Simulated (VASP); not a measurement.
# P: elastic constants with PBEsol+D3(BJ)

Crystal: P.

```
CELL_PARAMETERS angstrom
2.39306 0.00000 0.00000
0.00000 2.39306 0.00000
0.00000 0.00000 2.39306
ATOMIC_POSITIONS crystal
P 0.00000 0.00000 0.00000
```

This isn't the form of P at room conditions, which is orthorhombic.

```json
{
 "Program": "VASP 6.6.1",
 "Task": "elastic constants",
 "Functional": "PBEsol",
 "Dispersion": "D3(BJ)",
 "Potentials or basis": "VASP PAW PBE potentials, release 64 (P)",
 "Cutoff": "600 eV",
 "k mesh": "20 × 20 × 20",
 "Occupations": "fermi-dirac, width 0.15 eV",
 "Spin": "no spin polarisation",
 "Dipole correction": "no",
 "Ions in elastic constants": "relaxed",
 "Further INCAR settings": "ALGO = Normal; EDIFF = 1e-08; NBANDS = 8; IBRION = 6; POTIM = 0.015; NSW = 1; ISIF = 3"
}
```

```json
{
  "Elastic constants C11, C12, C44": "288, 56, 62 GPa",
  "Voigt bulk modulus": "133 GPa",
  "Dispersion energy per atom": "-0.414 eV"
}
```

Elastic tensor in Voigt notation (GPa, in the Cartesian axes of the cell as first typed):
```
288  56  56   0   0   0
 56 288  56   0   0   0
 56  56 288   0   0   0
  0   0   0  62   0   0
  0   0   0   0  62   0
  0   0   0   0   0  62
```

Clamped-ion elastic tensor (GPa):
```
288  56  56   0   0   0
 56 288  56   0   0   0
 56  56 288   0   0   0
  0   0   0  62   0   0
  0   0   0   0  62   0
  0   0   0   0   0  62
```

Wall time 6.5 min on 1 thread of Intel(R) Xeon(R) 6975P-C (Granite Rapids), on a shared host, peak memory 0.52 GiB.

Caveat: the PAW data sets were made with another functional, which shifts forces and pressure a little.
